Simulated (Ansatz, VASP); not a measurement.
**GeSe in VASP and in Ansatz**

```
Ge Se
1.0
     4.38833    0.00000    0.00000
     0.00000    3.82726    0.00000
     0.00000    0.00000   10.81052
Ge Se
4 4
Direct
  0.10600 0.25000 0.87900
  0.39400 0.25000 0.37900
  0.60600 0.75000 0.62100
  0.89400 0.75000 0.12100
  0.50300 0.25000 0.14800
  0.99700 0.25000 0.64800
  0.00300 0.75000 0.35200
  0.49700 0.75000 0.85200
```

Alike in both runs: task single point; functional r2SCAN; k mesh 6 × 7 × 3; occupations fermi-dirac, width 0.0131 eV; no spin polarisation.

|  | VASP | Ansatz |
| --- | --- | --- |
| version | VASP 6.6.1 | Ansatz 0.2.0 |
| potentials or method | VASP PAW PBE potentials, release 64 (Ge_d, Se), cutoff 550 eV | PAW plane waves |
| valence electrons in the cell | 80 | 120 |

```tsv
	VASP	Ansatz	Ansatz less VASP
gap on the k mesh at the Fermi level (eV)	0.86	0.86	+0.002
pressure (GPa)	1.5	1.5	+0.01
traceless stress, the component that is largest in VASP (GPa)	0.58	0.58	-0.002
rms of the force components (eV/Å)	0.122	0.127	+0.0050
```

VASP's potentials were made for PBE, not for r2SCAN. Atom by atom the forces differ by 0.007 eV/Å (rms over components). The functional is the same, so the differences come from potentials, cutoffs and numerics. VASP's potentials hold 80 valence electrons a cell and Ansatz's 120, so a difference there can come from the potentials and not from the codes.
